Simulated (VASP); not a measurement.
Input of a VASP 6.6.1 run:

Contents of POSCAR:

```
Pd
1.0
    0.0000000000      1.9067643606      1.9067643606
    1.9067643606      0.0000000000      1.9067643606
    1.9067643606      1.9067643606      0.0000000000
Pd
1
Direct
    0.0000000000      0.0000000000      0.0000000000
```

INCAR.step1

```
  PREC = Accurate
  ENCUT = 690
  ISMEAR = -1
  SIGMA = 0.05
  LREAL = F
  LASPH = T
  NELM = 120
  NBANDS = 15
  GGA = PE
  ALGO = Normal
  EDIFF = 1E-5
  LWAVE = T
  LCHARG = F
  GGA_COMPAT = F
```

File INCAR.step2:

```
  PREC = Accurate
  ENCUT = 690
  EDIFF = 1E-6
  ISMEAR = -1
  SIGMA = 0.05
  LREAL = F
  LASPH = T
  NELM = 120
  ALGO = Normal
  ISIF = 2
  LWAVE = F
  LCHARG = F
  METAGGA = R2SCAN
  LMIXTAU = T
  IVDW = 13
  VDW_S6 = 1.0
  VDW_S8 = 0.6018749
  VDW_A1 = 0.51559235
  VDW_A2 = 5.77342911
  NBANDS = 15
  ISTART = 1
  GGA_COMPAT = F
```

KPOINTS

```
Automatic mesh
0
Gamma
  12 12 12
```

Potentials or basis: VASP PAW PBE potentials, release 64 (Pd_sv_GW).

Launch:

```console
$ cat potpaw_PBE.64/Pd_sv_GW/POTCAR > POTCAR
$ cp INCAR.step1 INCAR
$ mpirun -np 1 vasp_std > vasp.out
$ cp INCAR.step2 INCAR
$ mpirun -np 1 vasp_std > vasp.out
```

(1) Estimate the pressure.

(2) Predict the dispersion energy per atom.

(3) What does it give for the band gap on the k mesh?

Results:

(1) 14.8 GPa.

(2) -0.178 eV.

(3) zero (bands 9 and 10 overlap by 1.86 eV).

Caveat: the cell stands under pressure; the PAW data sets were made with another functional, which shifts forces and pressure a little.
